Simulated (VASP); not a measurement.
Input of a VASP 6.6.1 run:

The input INCAR:

```
SYSTEM = NbFe2N3
  PREC = Accurate
  ENCUT = 520
  EDIFF = 1E-7
  ISMEAR = 0
  SIGMA = 0.1
  LREAL = .FALSE.
  LASPH = .TRUE.
  NELM = 150
  ALGO = Normal
  ISIF = 2
  LWAVE = .FALSE.
  LCHARG = .FALSE.
  ISPIN = 2
  MAGMOM = 0 4 4 0 0 0
  LORBIT = 11
  LMAXMIX = 4
  GGA = PE
  NBANDS = 35
```

KPOINTS

```
Automatic mesh
0
G
  6 4 4
  0 0 0
```

File POSCAR:

```
NbFe2N3
1.0
    2.8570425319      0.0000000000      0.0000000000
    0.0000000000      4.0929552555      3.4209108376
    0.0000000000     -4.0929552555      3.4209108376
Nb Fe N
1 2 3
Direct
    0.5000000000      0.2245183601      0.2245183601
    0.0000000000      0.2521402194      0.6710895135
    0.0000000000      0.6710895135      0.2521402194
    0.0000000000      0.4753927257      0.4753927257
    0.0000000000      0.3828508263      0.9929775605
    0.0000000000      0.9929775605      0.3828508263
```

Potentials or basis: VASP PAW PBE potentials, release 64 (Nb_sv, Fe, N).

Launch:

```bash
$ cat potpaw_PBE.64/Nb_sv/POTCAR potpaw_PBE.64/Fe/POTCAR potpaw_PBE.64/N/POTCAR > POTCAR
$ mpirun -np 1 vasp_std > vasp.out
```

**Question.** Estimate the net moment.

**Answer.** 0.88 μB per cell.

**Question.** Estimate the site moments.

**Answer.** Nb +0.02; Fe +0.43; N -0.01 μB.

Forces in eV/Å, atoms in the order of the input:
```
Nb   0.000  0.000  0.053
Fe   0.000 -0.244 -0.127
Fe   0.000  0.244 -0.127
N    0.000  0.000  0.051
N    0.000 -0.130  0.075
N    0.000  0.130  0.075
```

Caveat: the k points lie up to 0.37 Å⁻¹ apart.
